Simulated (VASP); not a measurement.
Write the native input for VASP 6.6.1 that does the following.

| Quantity | Value |
| --- | --- |
| Task | single point |
| Functional | r2SCAN |
| Potentials or basis | VASP PAW PBE potentials, release 64 (Ir_sv_GW) |
| Cutoff | 620 eV |
| k mesh | 15 × 15 × 15 |
| Occupations | fermi-dirac, width 0.1 eV |
| Spin | no spin polarisation |
| Dipole correction | no |
| Further INCAR settings | ALGO = Normal; EDIFF = 1e-06; NBANDS = 14 |

The system is Ir.

```xyz
1
Lattice="0.0000 1.9228 1.9228 1.9228 0.0000 1.9228 1.9228 1.9228 0.0000" Properties=species:S:1:pos:R:3 pbc="T T T"
Ir    0.0000    0.0000    0.0000
```

One way to write it, as run:

POSCAR

```
Ir
1.0
    0.0000000000      1.9228496764      1.9228496764
    1.9228496764      0.0000000000      1.9228496764
    1.9228496764      1.9228496764      0.0000000000
Ir
1
Direct
    0.0000000000      0.0000000000      0.0000000000
```

INCAR.step1

```
PREC = Accurate
ENCUT = 620
ISMEAR = -1
SIGMA = 0.1
LREAL = F
LASPH = T
NELM = 120
NBANDS = 14
GGA = PE
ALGO = Normal
EDIFF = 1E-5
LWAVE = T
LCHARG = F
GGA_COMPAT = F
```

INCAR.step2

```
PREC = Accurate
ENCUT = 620
EDIFF = 1E-6
ISMEAR = -1
SIGMA = 0.1
LREAL = F
LASPH = T
NELM = 120
ALGO = Normal
ISIF = 2
LWAVE = F
LCHARG = F
METAGGA = R2SCAN
LMIXTAU = T
NBANDS = 14
ISTART = 1
GGA_COMPAT = F
```

KPOINTS

```
regular mesh
0
Gamma
  15 15 15
```

Potentials or basis: VASP PAW PBE potentials, release 64 (Ir_sv_GW).

Launch:

```bash
$ cat potpaw_PBE.64/Ir_sv_GW/POTCAR > POTCAR
$ cp INCAR.step1 INCAR
$ mpirun -np 1 vasp_std > vasp.out
$ cp INCAR.step2 INCAR
$ mpirun -np 1 vasp_std > vasp.out
```

It gave:

```json
{
  "Pressure": "-1.3 GPa",
  "Band gap on the k mesh": "zero (an odd number of electrons rules out a gap without spin polarisation)"
}
```

Caveat: the PAW data sets were made with another functional, which shifts forces and pressure a little; spin-orbit coupling is left out, which moves the levels of the heavy elements.

Run time: 56 s on 1 thread of Intel(R) Xeon(R) Platinum 8488C (Sapphire Rapids), on a shared host, peak memory 0.17 GiB.
